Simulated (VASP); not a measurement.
# ZnO in VASP: further runs, part 2 of 2

VASP 6.6.1. Earlier steps stand in the parts before.

## 3. Single point, PBE (uniaxial x strain +1.6%)

The input, INCAR:

```
SYSTEM = ZnO
  PREC = Accurate
  ENCUT = 910
  EDIFF = 1E-6
  ISMEAR = -1
  SIGMA = 0.02
  LREAL = .False.
  LASPH = .True.
  NELM = 120
  ALGO = Normal
  ISIF = 2
  LWAVE = .False.
  LCHARG = .False.
  GGA = PE
  NBANDS = 16
  GGA_COMPAT = .False.
```

The input, KPOINTS:

```
Automatic mesh
0
Gamma
  10 10 10
  0 0 0
```

The input, POSCAR:

```
ZnO
1.0
    0.0000000000      2.1337703963      2.1337703963
    2.1685508538      0.0000000000      2.1337703963
    2.1685508538      2.1337703963      0.0000000000
Zn O
1 1
Direct
    0.0000000000      0.0000000000      0.0000000000
    0.5000000000      0.5000000000      0.5000000000
```

Potentials or basis: VASP PAW PBE potentials, release 64 (Zn, O_h).

Command:

```
> cat potpaw_PBE.64/Zn/POTCAR potpaw_PBE.64/O_h/POTCAR > POTCAR
> mpirun -np 1 vasp_std > vasp.out
```

OUTCAR:

```text
SYSTEM = ZnO
   PREC = Accurate
   ENCUT = 910
   EDIFF = 1E-6
   ISMEAR = -1
   LREAL = .False.
   LASPH = .True.
   NELM = 120
   ISIF = 2
   GGA = PE

 ion  position               nearest neighbor table
   1  0.000  0.000  0.000-   2 2.13   2 2.13   2 2.13   2 2.13   2 2.17   2 2.17
   2  0.500  0.500  0.500-   1 2.13   1 2.13   1 2.13   1 2.13   1 2.17   1 2.17

  LATTYP: Found a body centered tetragonal cell.
 ALAT       =     3.0176070334
 C/A-ratio  =     1.4372652435

  Lattice vectors:

 A1 = (   2.1685508538,   0.0000000000,   2.1337703963)
 A2 = (   2.1685508538,   0.0000000000,  -2.1337703963)
 A3 = (  -2.1685508538,   2.1337703963,   0.0000000000)

Analysis of symmetry for initial positions (statically):
=====================================================================
 Subroutine PRICEL returns:
 Original cell was already a primitive cell.

 Routine SETGRP: Setting up the symmetry group for a
 body centered tetragonal supercell.

 Subroutine GETGRP returns: Found 16 space group operations
 (whereof 16 operations were pure point group operations)
 out of a pool of 16 trial point group operations.

The static configuration has the point symmetry D_4h.

Analysis of symmetry for dynamics (positions and initial velocities):
=====================================================================
 Subroutine PRICEL returns:
 Original cell was already a primitive cell.

 Routine SETGRP: Setting up the symmetry group for a
 body centered tetragonal supercell.

 Subroutine GETGRP returns: Found 16 space group operations
 (whereof 16 operations were pure point group operations)
 out of a pool of 16 trial point group operations.

The dynamic configuration has the point symmetry D_4h.

 Subroutine INISYM returns: Found 16 space group operations
 (whereof 16 operations are pure point group operations),
 and found     1 'primitive' translations

----------------------------------------------------------------------------------------

                                     Primitive cell

  volume of cell :      19.7467

  direct lattice vectors                    reciprocal lattice vectors
     0.000000000  2.133770396  2.133770396    -0.230568722  0.234326993  0.234326993
     2.168550854  0.000000000  2.133770396     0.230568722 -0.234326993  0.234326993
     2.168550854  2.133770396  0.000000000     0.230568722  0.234326993 -0.234326993

  length of vectors
     3.017607033  3.042299937  3.042299937     0.403708081  0.403708081  0.403708081

  position of ions in fractional coordinates (direct lattice)
     0.000000000  0.000000000  0.000000000
     0.500000000  0.500000000  0.500000000

  ion indices of the primitive-cell ions
   primitive index   ion index
                 1           1
                 2           2

----------------------------------------------------------------------------------------

 KPOINTS: Automatic mesh

Automatic generation of k-mesh.
 Grid dimensions read from file:
 generate k-points for:   10   10   10

 Generating k-lattice:

  Cartesian coordinates                     Fractional coordinates (reciprocal lattice)
    -0.023056872  0.023432699  0.023432699     0.100000000 -0.000000000 -0.000000000
     0.023056872 -0.023432699  0.023432699     0.000000000  0.100000000  0.000000000
     0.023056872  0.023432699 -0.023432699     0.000000000  0.000000000  0.100000000

  Length of vectors
     0.040370808  0.040370808  0.040370808

  Shift w.r.t. Gamma in fractional coordinates (k-lattice)
     0.000000000  0.000000000  0.000000000

 Subroutine IBZKPT returns following result:
 ===========================================

 Found    102 irreducible k-points:

 Following reciprocal coordinates:
            Coordinates               Weight
  0.000000  0.000000  0.000000      1.000000
  0.100000  0.000000  0.000000      8.000000
  0.200000  0.000000  0.000000      8.000000
  0.300000  0.000000  0.000000      8.000000
  0.400000  0.000000  0.000000      8.000000
  0.500000  0.000000  0.000000      4.000000
[... 16 lines left out ...]
  0.300000  0.300000  0.000000      4.000000
  0.400000  0.300000  0.000000     16.000000
 [... further k-points ...]
   k-points           NKPTS =    102   k-points in BZ     NKDIM =    102   number of bands    NBANDS=     16
   number of dos      NEDOS =    301   number of ions     NIONS =      2
   total plane-waves  NPLWV =  27000
   dimension x,y,z NGX =    30 NGY =   30 NGZ =   30
   dimension x,y,z NGXF=    60 NGYF=   60 NGZF=   60
   ions per type =               1   1
   NGX,Y,Z   is equivalent  to a cutoff of  16.53, 16.39, 16.39 a.u.
   NGXF,Y,Z  is equivalent  to a cutoff of  33.06, 32.79, 32.79 a.u.
 SYSTEM =  ZnO
   PREC   = accura    normal or accurate (medium, high low for compatibility)
   ISTART =      0    job   : 0-new  1-cont  2-samecut
   ICHARG =      2    charge: 1-file 2-atom 10-const
   ISPIN  =      1    spin polarized calculation?
   LNONCOLLINEAR =      F non collinear calculations
   LSORBIT =      F    spin-orbit coupling
   LASPH  =      T    aspherical Exc in radial PAW
   ENCUT  =  910.0 eV  66.88 Ry    8.18 a.u.   7.42  7.48  7.48*2*pi/ulx,y,z
   NELM   =    120;   NELMIN=  2; NELMDL= -5     # of ELM steps
   EDIFF  = 0.1E-05   stopping-criterion for ELM
   LREAL  =      F    real-space projection
   EDIFFG = 0.1E-04   stopping-criterion for IOM
   NSW    =      0    number of steps for IOM
   IBRION =     -1    ionic relax: 0-MD 1-quasi-New 2-CG
   NFREE  =      0    steps in history (QN), initial steepest desc. (CG)
   ISIF   =      2    stress and relaxation
   ISYM   =      2    0-nonsym 1-usesym 2-fastsym
   POTIM  = 0.5000    time-step for ionic-motion
   TEBEG  =    0.0;   TEEND  =   0.0 temperature during run
   PSTRESS=    0.0 pullay stress
   NELECT =      18.0000    total number of electrons
   NUPDOWN=      -1.0000    fix difference up-down
   EMIN   =  10.00;   EMAX   =-10.00  energy-range for DOS
   EFERMI =   0.00;   METHOD = LEGACY
   ISMEAR =    -1;   SIGMA  =   0.02  broadening in eV -4-tet -1-fermi 0-gaus
   EFERMI_NEDOS =   21; number of points for ismear=-14 and -15
   IALGO  =     38    algorithm
   IMIX   =      4    mixing-type and parameters
     AMIX     =   0.40;   BMIX     =  1.00
     AMIX_MAG =   1.60;   BMIX_MAG =  1.00
  volume/ion in A,a.u.               =       9.87        66.63
  Fermi-wavevector in a.u.,A,eV,Ry     =   1.587330  2.999620 34.281482  2.519618
  Thomas-Fermi vector in A             =   2.686504
   LORBIT       =      0    0 simple, 1 ext, 2 COOP (PROOUT), +10 PAW based schemes
   GGA     = PE    functional components
   LHFCALC =     F    Hartree Fock is set to
   AEXX    =    0.0000 exact exchange contribution
   IVDW    =     0    specifies the selected vdW correction
   LEPSILON=     F    determine dielectric tensor
   LRPA    =     F    only Hartree local field effects (RPA)
 non-spin polarized calculation
  energy-cutoff  :      910.00
  volume of cell :       19.75
 maximum number of plane-waves:      1255
 NGX is ok and might be reduce to    30
   NGX = 15   NGY = 15   NGZ = 15

 number of electron      18.0000003 magnetization

 Free energy of the ion-electron system (eV)
  ---------------------------------------------------
  ext. energy  EPLUGINS =         0.00000000
  ---------------------------------------------------
  free energy    TOTEN  =        -8.62552031 eV

  energy without entropy =       -8.62552031  energy(sigma->0) =       -8.62552031

 E-fermi :   3.4869     XC(G=0): -12.2555

 val. band max:        3.0927643802   @ k =   0.5000   0.0000   0.0000
 cond. band min:       3.8922638275   @ k =   0.0000   0.0000   0.0000
 fundamental gap:      0.7994994473
 Fermi energy:         3.4869282208

 k-point     1 :       0.0000    0.0000    0.0000
  band No.  band energies     occupation
      1     -15.4814      2.00000
      2      -1.8146      2.00000
      3      -1.7916      2.00000
      4      -1.7916      2.00000
      5      -1.6047      2.00000
      6      -1.5713      2.00000
[... 8 lines left out ...]
     15      21.9769      0.00000
     16      22.5312      0.00000
[... 419 lines left out ...]
 k-point    24 :       0.4000    0.3000    0.0000
  band No.  band energies     occupation
      1     -14.2586      2.00000
      2      -3.1039      2.00000
      3      -2.1960      2.00000
      4      -1.7687      2.00000
      5      -1.5605      2.00000
      6      -1.3571      2.00000
[... 8 lines left out ...]
     15      30.2689      0.00000
     16      30.8935      0.00000

 [... further k-points ...]
[... 5 lines left out ...]
  --------------------------------------------------------------------------------------
  -------------------------------------------------------------------------------------
  Total        0.5514739      0.7732835      0.7732835      0.0000000      0.0000000      0.0000000
  in kB       44.7445957     62.7414245     62.7414245      0.0000000      0.0000000      0.0000000
  external PRESSURE =      56.7424816 kB  Pullay stress =       0.0000000 kB

 VOLUME and BASIS-vectors are now :
 -----------------------------------------------------------------------------
  energy-cutoff  :      910.00
  volume of cell :       19.75
      direct lattice vectors                 reciprocal lattice vectors
     0.000000000  2.133770396  2.133770396    -0.230568722  0.234326993  0.234326993
     2.168550854  0.000000000  2.133770396     0.230568722 -0.234326993  0.234326993
     2.168550854  2.133770396  0.000000000     0.230568722  0.234326993 -0.234326993

 POSITION                                       TOTAL-FORCE (eV/Angst)
 -----------------------------------------------------------------------------------
      0.00000      0.00000      0.00000         0.000000      0.000000      0.000000
      2.16855      2.13377      2.13377         0.000000      0.000000     -0.000000
 -----------------------------------------------------------------------------------
    total drift:                                0.000000      0.000000      0.000000

  FREE ENERGIE OF THE ION-ELECTRON SYSTEM (eV)
  ---------------------------------------------------
  free  energy   TOTEN  =        -8.6255203101 eV

  energy  without entropy=       -8.6255203101  energy(sigma->0) =       -8.62552031
```

OSZICAR:

```text
N       E                     dE             d eps       ncg     rms          rms(c)
DAV:   1     0.142744655887E+03    0.14274E+03   -0.13468E+04  3344   0.252E+03
DAV:   2     0.153487945854E+01   -0.14121E+03   -0.12617E+03  3856   0.418E+02
DAV:   3    -0.999476240870E+01   -0.11530E+02   -0.11409E+02  3544   0.104E+02
DAV:   4    -0.101041064502E+02   -0.10934E+00   -0.10931E+00  4232   0.107E+01
DAV:   5    -0.101044471608E+02   -0.34071E-03   -0.34071E-03  3608   0.627E-01    0.944E+00
DAV:   6    -0.865395514911E+01    0.14505E+01   -0.27896E+00  5152   0.498E+01    0.634E+00
DAV:   7    -0.864082184330E+01    0.13133E-01   -0.43071E-01  3952   0.113E+01    0.351E+00
DAV:   8    -0.862732657200E+01    0.13495E-01   -0.75980E-02  3496   0.288E+00    0.552E-01
DAV:   9    -0.862541218241E+01    0.19144E-02   -0.46612E-03  5296   0.111E+00    0.105E-01
DAV:  10    -0.862551171191E+01   -0.99529E-04   -0.10951E-03  3504   0.325E-01    0.626E-02
DAV:  11    -0.862552100034E+01   -0.92884E-05   -0.45638E-05  4504   0.114E-01    0.130E-02
DAV:  12    -0.862552031011E+01    0.69023E-06   -0.33081E-06  3616   0.249E-02
   1 F= -.86255203E+01 E0= -.86255203E+01  d E =-.144845E-10
```

stdout:

```text
POSCAR found type information on POSCAR ZnO
 POSCAR found :  2 types and       2 ions
 scaLAPACK will be used
 LDA part: xc-table for (Slater+PW92), standard interpolation
 POSCAR, INCAR and KPOINTS ok, starting setup
 FFT: planning ... GRIDC
 FFT: planning ... GRID_SOFT
 FFT: planning ... GRID
 WAVECAR not read
 entering main loop
```

Run time: 37 s. Hardware: 1 thread of AMD EPYC 9R14 (Zen 4), shared host; peak memory 0.19 GiB.

Results:

```yaml
Free_energy: -8.6255 eV
Pressure: 5.7 GPa
Band_gap_on_the_k_mesh: 0.80 eV, indirect (least direct gap 2.13 eV)
```

Stress tensor (GPa, compression positive):
```
4.47 0.00 0.00
0.00 6.27 0.00
0.00 0.00 6.27
```

Caveat: the cell differs from its parent crystal (uniaxial x strain +1.6%); the cutoff is under 1.25 times the usual one of these potentials, so pressure, stress and relaxed cells hold a basis-set (Pulay) error.

## 4. Single point, PBE (strain along [111] -2.5%)

The input, INCAR:

```
PREC = Accurate
ENCUT = 910
EDIFF = 1E-6
ISMEAR = -1
SIGMA = 0.02
LREAL = False
LASPH = True
NELM = 120
ALGO = Normal
ISIF = 2
LWAVE = False
LCHARG = False
GGA = PE
NBANDS = 16
GGA_COMPAT = False
```

The input, KPOINTS:

```
regular mesh
0
Gamma
  10 10 10
```

The input, POSCAR:

```
ZnO
1.0
   -0.0354205886      2.0983498077      2.0983498077
    2.0983498077     -0.0354205886      2.0983498077
    2.0983498077      2.0983498077     -0.0354205886
Zn O
1 1
Direct
    0.0000000000      0.0000000000      0.0000000000
    0.5000000000      0.5000000000      0.5000000000
```

Command:

```
> cat potpaw_PBE.64/Zn/POTCAR potpaw_PBE.64/O_h/POTCAR > POTCAR
> mpirun -np 1 vasp_std > vasp.out
```

It took 69 s on 1 thread of Intel Xeon Platinum 8488C (Sapphire Rapids), shared host; peak memory 0.23 GiB.

The run converged. Its results:

| Item | Value |
| --- | --- |
| Free energy | -8.5715 eV |
| Pressure | 14.3 GPa |
| Band gap on the k mesh | 1.02 eV, indirect (least direct gap 2.40 eV) |

Stress tensor (GPa, compression positive):
```
14.28  1.34  1.34
 1.34 14.28  1.34
 1.34  1.34 14.28
```

Levels at points of the mesh, in eV from the valence-band top:
| k point | band 5 | band 6 | band 7 | band 8 | band 9 | band 10 | band 11 | band 12 | band 13 | band 14 |
| --- | --- | --- | --- | --- | --- | --- | --- | --- | --- | --- |
| (0.00, 0.00, 0.00) | -4.70 | -4.70 | -1.57 | -1.57 | -1.38 | 1.02 | 17.93 | 17.93 | 18.34 | 18.68 |
| (0.50, 0.00, 0.00) | -4.50 | -4.48 | -3.67 | -0.01 | 0.00 | 5.52 | 9.29 | 12.96 | 13.26 | 19.76 |
| (0.50, 0.50, 0.00) | -4.36 | -4.35 | -4.01 | -3.11 | -2.89 | 4.36 | 10.85 | 11.34 | 15.59 | 15.90 |
| (0.50, 0.50, 0.50) | -4.46 | -4.46 | -3.58 | -0.03 | -0.03 | 5.28 | 9.60 | 12.62 | 12.62 | 19.31 |

Caveat: the cell differs from its parent crystal (strain along [111] -2.5%); the cutoff is under 1.25 times the usual one of these potentials, so pressure, stress and relaxed cells hold a basis-set (Pulay) error. A k mesh can miss the band edges.

## 5. Summary

```tsv
level	potentials or basis	cell	cutoff (eV)	smearing	second run	gap on the mesh (eV)	pressure (GPa)
r2SCAN	VASP PAW PBE potentials, release 64 (Zn, O)	a = 2.968 Å, angles 61.1°, 2 atoms	520	gaussian 0.01 eV	-	1.66	6.6
PBE	VASP PAW PBE potentials, release 64 (Zn, O_h)	a = 3.018, b = 3.042, c = 3.042 Å, angles 59.5, 60.3, 60.3°, 2 atoms	910	fermi-dirac 0.02 eV	hard_potentials	0.80	5.7
PBE	VASP PAW PBE potentials, release 64 (Zn, O_h)	a = 2.968 Å, angles 61.1°, 2 atoms	910	fermi-dirac 0.02 eV	hard_potentials	1.02	14.3
```

Alike in all rows: task single point; no spin polarisation; k mesh 10 × 10 × 10.

Caveats: the cutoff is under 1.25 times the usual one of these potentials, so pressure, stress and relaxed cells hold a basis-set (Pulay) error (some runs); the PAW data sets were made with another functional, which shifts forces and pressure a little (some runs).

Total energies depend on the potentials used, so only differences within one code and one set of settings carry meaning.
